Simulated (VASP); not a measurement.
# Ba8Zr8O25 (a cell with a defect) in VASP: a series of runs

Aim: see how the results for Ba8Zr8O25 (a cell with a defect) move with the level of theory and the settings. Levels: PBEsol, r2SCAN. Tasks: single point.

Program: VASP 6.6.1. These are calculated values, not measurements. Logs are shortened: lines on timing, memory, paths and dates and some standing lists are left out, and cuts for length are marked.

## 1. The cell of the first run

The cell holds a defect, 41 atoms: a = 8.362 Å, b = 8.362 Å, c = 8.362 Å, α = 90.00°, β = 90.00°, γ = 90.00°.

## 2. Single point, PBEsol

Input file INCAR:

```
PREC = Accurate
ENCUT = 520
EDIFF = 1E-6
ISMEAR = -1
SIGMA = 0.05
LREAL = Auto
LASPH = True
NELM = 60
ALGO = Normal
ISIF = 2
LWAVE = False
LCHARG = False
GGA = PS
ISYM = 0
NBANDS = 189
```

Input file KPOINTS:

```
Automatic mesh
0
Gamma
  1 1 1
  0.25 0.25 0.25
```

Input file POSCAR:

```
Ba8Zr8O25
1.0
    8.3619610000      0.0000000000      0.0000000000
    0.0000000000      8.3619610000      0.0000000000
    0.0000000000      0.0000000000      8.3619610000
Ba Zr O
8 8 25
Direct
    0.0023600000      0.0078050000      0.9998250000
    0.9969340000      0.9915850000      0.5001970000
    0.0011170000      0.4972060000      0.0002520000
    0.9930390000      0.5180670000      0.4999710000
    0.5053840000      0.0084780000      0.0000880000
    0.5112210000      0.9919250000      0.5005360000
    0.5048050000      0.4966400000      0.9998840000
    0.5118110000      0.5175890000      0.4993650000
    0.2533050000      0.2523700000      0.2466060000
    0.2532070000      0.2524270000      0.7534110000
    0.2533650000      0.7530190000      0.2497060000
    0.2532930000      0.7529640000      0.7503840000
    0.7536510000      0.2530610000      0.2485470000
    0.7532910000      0.2530030000      0.7515360000
    0.7532920000      0.7532280000      0.2468480000
    0.7531830000      0.7530480000      0.7531710000
    0.2543610000      0.2438420000      0.0001390000
    0.1661510000      0.2595310000      0.5004980000
    0.2528990000      0.7620110000      0.0000490000
    0.2536130000      0.7448590000      0.5000330000
    0.7525000000      0.2668260000      0.0000550000
    0.7542490000      0.2422280000      0.5000520000
    0.7536300000      0.7406310000      0.0000270000
    0.7529280000      0.7616890000      0.5000460000
    0.0011630000      0.2498150000      0.2264240000
    0.0009920000      0.2541660000      0.7727840000
    0.0032910000      0.7545170000      0.2536640000
    0.0029750000      0.7505880000      0.7464800000
    0.5058620000      0.2534890000      0.2292780000
    0.5055760000      0.2489010000      0.7717420000
    0.5034940000      0.7512060000      0.2528260000
    0.5032100000      0.7551150000      0.7472530000
    0.2546270000      0.0039400000      0.2640030000
    0.2502100000      0.0038020000      0.7359510000
    0.2521980000      0.5011720000      0.2478140000
    0.2560560000      0.5010770000      0.7525980000
    0.7516800000      0.0017200000      0.2398930000
    0.7555870000      0.0015730000      0.7602490000
    0.7550380000      0.5041190000      0.2622220000
    0.7506150000      0.5038740000      0.7378320000
    0.3391780000      0.2550510000      0.4997260000
```

Potentials or basis: VASP PAW PBE potentials, release 64 (Ba_sv, Zr_sv, O).

Launch:

```bash
$ cat potpaw_PBE.64/Ba_sv/POTCAR potpaw_PBE.64/Zr_sv/POTCAR potpaw_PBE.64/O/POTCAR > POTCAR
$ mpirun -np 1 vasp_std > vasp.out
```

OUTCAR:

```text
PREC = Accurate
   ENCUT = 520
   EDIFF = 1E-6
   ISMEAR = -1
   LREAL = Auto
   LASPH = True
   NELM = 60
   ISIF = 2
   GGA = PS
   ISYM = 0

 ion  position               nearest neighbor table
   1  0.002  0.008  1.000-  25 2.77  26 2.80  38 2.88  17 2.89  37 2.90  19 2.93  27 3.00  21 3.01
                            28 3.02  34 3.03  23 3.05  33 3.05  10 3.58   9 3.58  14 3.58  13 3.59
   2  0.997  0.992  0.500-  18 2.65  24 2.80  27 2.86  28 2.88  34 2.90  22 2.92  33 2.92  38 2.97
                            20 2.98  37 2.99  25 3.15  26 3.17  16 3.55  15 3.55  12 3.60  11 3.60
   3  0.001  0.497  0.000-  26 2.78  25 2.80  21 2.83  23 2.90  35 2.95  36 2.97  17 3.00  28 3.00
                            39 3.01  27 3.02  40 3.03  19 3.06  13 3.57  14 3.58   9 3.59  10 3.59
   4  0.993  0.518  0.500-  18 2.60  39 2.82  28 2.83  40 2.84  27 2.86  24 2.86  20 2.89  35 3.03
                            22 3.05  36 3.05  26 3.17  25 3.20  15 3.52  16 3.52  11 3.60  12 3.60
   5  0.505  0.008  0.000-  30 2.77  29 2.81  37 2.88  17 2.88  38 2.90  19 2.95  21 2.99  32 2.99
                            31 3.02  33 3.04  23 3.05  34 3.07  14 3.58  13 3.58   9 3.58  10 3.59
   6  0.511  0.992  0.501-  41 2.63  24 2.79  32 2.86  31 2.89  22 2.92  33 2.92  34 2.94  37 2.97
                            38 2.98  20 2.98  30 3.12  29 3.15  16 3.54  15 3.55  12 3.61  11 3.61
   7  0.505  0.497  1.000-  29 2.80  30 2.82  21 2.83  23 2.91  36 2.93  35 2.96  17 2.98  31 3.00
                            40 3.01  32 3.02  39 3.03  19 3.06  14 3.57  13 3.58  10 3.58   9 3.58
   8  0.512  0.518  0.499-  41 2.63  40 2.82  31 2.84  39 2.84  24 2.87  32 2.87  20 2.88  36 3.01
                            35 3.03  22 3.07  29 3.16  30 3.20  15 3.52  16 3.53  11 3.59  12 3.60
   9  0.253  0.252  0.247-  17 2.06  35 2.08  33 2.08  25 2.12  29 2.12  41 2.24  18 2.25   1 3.58
                             7 3.58   5 3.58   3 3.59   2 3.72   6 3.73   8 3.75   4 3.76
  10  0.253  0.252  0.753-  17 2.06  36 2.08  34 2.08  26 2.12  30 2.12  18 2.24  41 2.24   1 3.58
                             7 3.58   5 3.59   3 3.59   2 3.72   6 3.72   8 3.76   4 3.76
  11  0.253  0.753  0.250-  19 2.09  27 2.09  31 2.09  20 2.09  33 2.10  35 2.11   8 3.59   2 3.60
                             4 3.60   6 3.61   1 3.65   5 3.66   3 3.66   7 3.66
  12  0.253  0.753  0.750-  19 2.09  32 2.09  28 2.09  20 2.09  34 2.10  36 2.11   8 3.60   2 3.60
                             4 3.60   6 3.61   1 3.65   5 3.66   7 3.66   3 3.66
  13  0.754  0.253  0.249-  25 2.08  29 2.08  21 2.08  39 2.10  37 2.10  22 2.11   3 3.57   7 3.58
                             5 3.58   1 3.59   6 3.65   4 3.65   2 3.65   8 3.66
  14  0.753  0.253  0.752-  30 2.08  26 2.08  21 2.08  40 2.10  38 2.10  22 2.10   7 3.57   3 3.58
                             5 3.58   1 3.58   6 3.64   2 3.65   4 3.65   8 3.66
  15  0.753  0.753  0.247-  23 2.07  37 2.08  39 2.09  31 2.09  27 2.09  24 2.12   4 3.52   8 3.52
                             6 3.55   2 3.55   5 3.62   3 3.62   1 3.62   7 3.63
  16  0.753  0.753  0.753-  23 2.07  38 2.08  40 2.09  28 2.09  32 2.09  24 2.12   4 3.52   8 3.53
                             6 3.54   2 3.55   5 3.62   1 3.62   3 3.63   7 3.63
  17  0.254  0.244  0.000-   9 2.06  10 2.06   5 2.88   1 2.89   7 2.98   3 3.00
  18  0.166  0.260  0.500-  41 1.45  10 2.24   9 2.25   4 2.60   2 2.65
  19  0.253  0.762  0.000-  11 2.09  12 2.09   1 2.93   5 2.95   3 3.06   7 3.06
  20  0.254  0.745  0.500-  11 2.09  12 2.09   8 2.88   4 2.89   2 2.98   6 2.98
  21  0.752  0.267  0.000-  13 2.08  14 2.08   7 2.83   3 2.83   5 2.99   1 3.01
  22  0.754  0.242  0.500-  14 2.10  13 2.11   6 2.92   2 2.92   4 3.05   8 3.07
[... 199 lines left out ...]
   GGA     = PS    functional components
   LHFCALC =     F    Hartree Fock is set to
   AEXX    =    0.0000 exact exchange contribution
   IVDW    =     0    specifies the selected vdW correction
   LEPSILON=     F    determine dielectric tensor
   LRPA    =     F    only Hartree local field effects (RPA)
 non-spin polarized calculation
  energy-cutoff  :      520.00
  volume of cell :      584.69
 maximum number of plane-waves:     15747
 NGX is ok and might be reduce to    64
   NGX = 31   NGY = 31   NGZ = 31

 number of electron     325.9999999 magnetization

 Free energy of the ion-electron system (eV)
  ---------------------------------------------------
  ext. energy  EPLUGINS =         0.00000000
  ---------------------------------------------------
  free energy    TOTEN  =      -353.34746828 eV

  energy without entropy =     -353.34746828  energy(sigma->0) =     -353.34746828

 E-fermi :   5.1490     XC(G=0): -11.1340

 val. band max:        3.8119869127   @ k =  -0.2500  -0.2500   0.2500
 cond. band min:       7.5218416407   @ k =   0.2500  -0.2500   0.2500
 fundamental gap:      3.7098547280
 Fermi energy:         5.1489636038

 k-point     1 :       0.2500    0.2500    0.2500
  band No.  band energies     occupation
      1     -43.2549      2.00000
      2     -43.2507      2.00000
      3     -43.1274      2.00000
      4     -43.1244      2.00000
      5     -43.0854      2.00000
      6     -43.0826      2.00000
[... 701 lines left out ...]
    174       9.0445      0.00000
    175       9.0839      0.00000
 [bands above 175 left out]

------------------------ aborting loop because EDIFF is reached ----------------------------------------

  FORCE on cell =-STRESS in cart. coord.  units (eV):
  Direction    XX          YY          ZZ          XY          YZ          ZX
  --------------------------------------------------------------------------------------
  -------------------------------------------------------------------------------------
  Total       11.1498771      9.1927361      8.6992061     -0.1664305     -0.0403400      0.0531398
  in kB       30.5531680     25.1901622     23.8377790     -0.4560571     -0.1105406      0.1456150
  external PRESSURE =      26.5270364 kB  Pullay stress =       0.0000000 kB

 VOLUME and BASIS-vectors are now :
 -----------------------------------------------------------------------------
  energy-cutoff  :      520.00
  volume of cell :      584.69
      direct lattice vectors                 reciprocal lattice vectors
     8.361961000  0.000000000  0.000000000     0.119589173  0.000000000  0.000000000
     0.000000000  8.361961000  0.000000000     0.000000000  0.119589173  0.000000000
     0.000000000  0.000000000  8.361961000     0.000000000  0.000000000  0.119589173

 POSITION                                       TOTAL-FORCE (eV/Angst)
 -----------------------------------------------------------------------------------
      0.01973      0.06527      8.36050        -0.005552     -0.058640     -0.004476
      8.33632      8.29160      4.18263        -0.024803      0.011007     -0.006028
      0.00934      4.15762      0.00211         0.032241      0.052446     -0.001711
      8.30375      4.33206      4.18074         0.009899      0.010891      0.013892
      4.22600      0.07089      0.00074        -0.020413     -0.078954      0.017919
      4.27481      8.29444      4.18546        -0.001567     -0.019425     -0.020543
[... 33 lines left out ...]
      6.27661      4.21337      6.16972         0.011080      0.002171      0.026790
      2.83619      2.13273      4.17869         0.193334      0.073063      0.019404
 -----------------------------------------------------------------------------------
    total drift:                               -0.001996     -0.005363      0.005752

  FREE ENERGIE OF THE ION-ELECTRON SYSTEM (eV)
  ---------------------------------------------------
  free  energy   TOTEN  =      -353.3474682776 eV

  energy  without entropy=     -353.3474682775  energy(sigma->0) =     -353.34746828
```

OSZICAR:

```text
N       E                     dE             d eps       ncg     rms          rms(c)
DAV:   1     0.301092826105E+04    0.30109E+04   -0.17621E+05  1512   0.170E+03
DAV:   2    -0.111276828088E+03   -0.31222E+04   -0.30365E+04  1852   0.436E+02
DAV:   3    -0.389099400033E+03   -0.27782E+03   -0.27649E+03  1920   0.129E+02
DAV:   4    -0.407009692081E+03   -0.17910E+02   -0.17900E+02  2296   0.283E+01
DAV:   5    -0.408346532394E+03   -0.13368E+01   -0.13367E+01  2312   0.514E+00    0.837E+01
DAV:   6    -0.353505994972E+03    0.54841E+02   -0.33064E+02  1792   0.439E+01    0.400E+01
DAV:   7    -0.353467499468E+03    0.38496E-01   -0.31282E+01  1904   0.128E+01    0.203E+01
DAV:   8    -0.353336926429E+03    0.13057E+00   -0.30183E+00  2000   0.440E+00    0.228E+00
DAV:   9    -0.353341777293E+03   -0.48509E-02   -0.43083E-01  2120   0.167E+00    0.147E+00
DAV:  10    -0.353346568140E+03   -0.47908E-02   -0.54002E-02  1808   0.750E-01    0.438E-01
DAV:  11    -0.353347349611E+03   -0.78147E-03   -0.11244E-02  1944   0.292E-01    0.121E-01
DAV:  12    -0.353347421791E+03   -0.72180E-04   -0.10781E-03  1968   0.959E-02    0.473E-02
DAV:  13    -0.353347459152E+03   -0.37361E-04   -0.26165E-04  2064   0.418E-02    0.270E-02
DAV:  14    -0.353347467321E+03   -0.81689E-05   -0.47348E-05  2096   0.214E-02    0.140E-02
DAV:  15    -0.353347468214E+03   -0.89312E-06   -0.14646E-05  1664   0.100E-02    0.498E-03
DAV:  16    -0.353347468278E+03   -0.63406E-07   -0.32468E-06  1352   0.516E-03
   1 F= -.35334747E+03 E0= -.35334747E+03  d E =-.655024E-11
```

Wall time 16 min (1 thread of AMD EPYC 7R43 (Zen 3), shared host); peak memory 0.69 GiB.

Results:

* Free energy: -353.3475 eV
* Pressure: 2.7 GPa
* Largest force: 0.208 eV/Å
* Band gap on the k mesh: 3.71 eV

Forces in eV/Å, atoms in the order of the input:
```
Ba  -0.006 -0.059 -0.004
Ba  -0.025  0.011 -0.006
Ba   0.032  0.052 -0.002
Ba   0.010  0.011  0.014
Ba  -0.020 -0.079  0.018
Ba  -0.002 -0.019 -0.021
Ba  -0.010  0.069 -0.005
Ba   0.003 -0.029  0.010
Zr   0.000 -0.003  0.013
Zr   0.003  0.002  0.000
Zr   0.010  0.007 -0.007
Zr   0.002 -0.011  0.005
Zr  -0.025  0.001  0.008
Zr   0.014  0.017 -0.007
Zr  -0.006  0.005  0.010
Zr  -0.011 -0.013 -0.008
O   -0.002  0.012 -0.015
O   -0.183 -0.075 -0.025
O   -0.005 -0.013 -0.001
O    0.000  0.017  0.004
O    0.005 -0.023 -0.001
O    0.003  0.012  0.000
O    0.003  0.007  0.000
O    0.003 -0.013 -0.001
O    0.016  0.014  0.084
O    0.004 -0.007 -0.039
O   -0.006 -0.008 -0.027
O    0.020 -0.004  0.022
O   -0.014 -0.002  0.031
O   -0.007  0.006 -0.072
O   -0.010  0.010 -0.017
O    0.006  0.007  0.021
O   -0.005 -0.007 -0.001
O    0.011  0.012  0.013
O   -0.005  0.005 -0.004
O   -0.010  0.010 -0.007
O    0.005  0.009  0.008
O   -0.010  0.014 -0.013
O    0.003 -0.020 -0.025
O    0.011  0.002  0.027
O    0.193  0.073  0.019
```

Stress tensor (GPa, compression positive):
```
 3.06 -0.05  0.01
-0.05  2.52 -0.01
 0.01 -0.01  2.38
```

Levels at points of the mesh, in eV from the valence-band top:
| k point | band 161 | band 162 | band 163 | band 164 | band 165 | band 166 |
| --- | --- | --- | --- | --- | --- | --- |
| (0.25, 0.25, 0.25) | -0.26 | -0.25 | 0.00 | 3.71 | 3.81 | 3.85 |

Caveat: the PAW data sets were made with another functional, which shifts forces and pressure a little; spin-orbit coupling is left out, which moves the levels of the heavy elements.

## 3. Single point, r2SCAN

POSCAR is that of step 2.

Input file INCAR.step1:

```
SYSTEM = Ba8Zr8O25
PREC = Accurate ; ENCUT = 520
ISMEAR = -1 ; SIGMA = 0.05
LREAL = Auto ; LASPH = .TRUE.
NELM = 100 ; NBANDS = 189
ISYM = 0 ; GGA = PE
ALGO = Normal ; EDIFF = 1E-4
LWAVE = .TRUE. ; LCHARG = .FALSE.
```

Input file INCAR.step2:

```
SYSTEM = Ba8Zr8O25
PREC = Accurate ; ENCUT = 520
EDIFF = 1E-6 ; ISMEAR = -1
SIGMA = 0.05 ; LREAL = Auto
LASPH = .TRUE. ; NELM = 100
ALGO = Normal ; ISIF = 2
LWAVE = .FALSE. ; LCHARG = .TRUE.
METAGGA = R2SCAN ; LMIXTAU = .TRUE.
LELF = .TRUE. ; LVHAR = .TRUE.
NBANDS = 189 ; ISYM = 0
ISTART = 1
```

KPOINTS is that of step 2.

Potentials or basis: VASP PAW PBE potentials, release 64 (Ba_sv, Zr_sv, O).

Launch:

```bash
$ cat potpaw_PBE.64/Ba_sv/POTCAR potpaw_PBE.64/Zr_sv/POTCAR potpaw_PBE.64/O/POTCAR > POTCAR
$ cp INCAR.step1 INCAR
$ mpirun -np 1 vasp_std > vasp.out
$ cp INCAR.step2 INCAR
$ mpirun -np 1 vasp_std > vasp.out
```

Wall time 57 min (1 thread of AMD EPYC 7R43 (Zen 3), shared host); peak memory 0.74 GiB.

It converged, with:

```yaml
Free_energy: -685.4949 eV
Pressure: 5.8 GPa
Largest_force: 0.336 eV/Å
Band_gap_on_the_k_mesh: 4.27 eV
```

Forces in eV/Å, atoms in the order of the input:
```
Ba   0.003 -0.122 -0.006
Ba  -0.029  0.044 -0.009
Ba   0.057  0.119 -0.002
Ba   0.031 -0.039  0.017
Ba  -0.035 -0.146  0.021
Ba  -0.002  0.009 -0.023
Ba  -0.029  0.137 -0.005
Ba  -0.014 -0.082  0.013
Zr   0.000 -0.003  0.018
Zr   0.004  0.002 -0.004
Zr   0.011  0.007 -0.014
Zr   0.002 -0.013  0.013
Zr  -0.027  0.005  0.020
Zr   0.014  0.021 -0.019
Zr  -0.006  0.007 -0.007
Zr  -0.012 -0.012  0.009
O   -0.004  0.023 -0.016
O   -0.319 -0.071 -0.028
O   -0.004 -0.027 -0.001
O   -0.001  0.029  0.005
O    0.007 -0.051 -0.001
O    0.003  0.032  0.000
O    0.002  0.027  0.000
O    0.004 -0.023 -0.001
O    0.029  0.021  0.130
O    0.016 -0.008 -0.079
O   -0.007 -0.009 -0.058
O    0.020  0.001  0.053
O   -0.025 -0.002  0.068
O   -0.020  0.014 -0.115
O   -0.010  0.016 -0.046
O    0.008  0.006  0.050
O   -0.006 -0.005 -0.016
O    0.018  0.014  0.029
O   -0.004  0.005  0.005
O   -0.015  0.010 -0.018
O    0.009  0.009  0.021
O   -0.012  0.014 -0.025
O    0.000 -0.025 -0.054
O    0.015 -0.002  0.055
O    0.328  0.070  0.022
```

Stress tensor (GPa, compression positive):
```
 6.18 -0.06  0.02
-0.06  5.62 -0.01
 0.02 -0.01  5.46
```

Levels at points of the mesh, in eV from the valence-band top:
```csv
k point,band 161,band 162,band 163,band 164,band 165,band 166
"(0.25, 0.25, 0.25)",-0.27,-0.25,-0.01,4.28,4.37,4.41
```

Caveat: the PAW data sets were made with another functional, which shifts forces and pressure a little; spin-orbit coupling is left out, which moves the levels of the heavy elements.
